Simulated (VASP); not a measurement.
Si, 2 atoms in the cell. The structure is cubic, space group Fd-3m (No. 227). The conventional cell has a = 5.394 Å, b = 5.394 Å, c = 5.394 Å, α = 90.00°, β = 90.00°, γ = 90.00°. Si (site symmetry -43m) has 4 Si at 2.34 Å within 3.1 Å.  This cell differs from its parent crystal: volume scaled by 0.98.

```yaml
Program: VASP 6.6.1
Task: single point
Functional: LDA
Potentials_or_basis: VASP PAW LDA potentials, release 64 (Si)
Cutoff: 520 eV
k_mesh: 12 × 12 × 12
Occupations: fermi-dirac, width 0.08 eV
Spin: no spin polarisation
Dipole_correction: no
Further_INCAR_settings: ALGO = Normal; EDIFF = 1e-07; NBANDS = 11
```

Potentials or basis: VASP PAW LDA potentials, release 64 (Si).

Run with:

```bash
$ cat potpaw_LDA.64/Si/POTCAR > POTCAR
$ mpirun -np 1 vasp_std > vasp.out
```

Hardware: 1 thread of Intel(R) Xeon(R) 6975P-C (Granite Rapids), on a shared host.

How long does it take, and how much memory?

Wall time 11 s on 1 thread of Intel(R) Xeon(R) 6975P-C (Granite Rapids), with other jobs on the host, peak memory 0.14 GiB. Counts: scf iterations 12, k points 72.
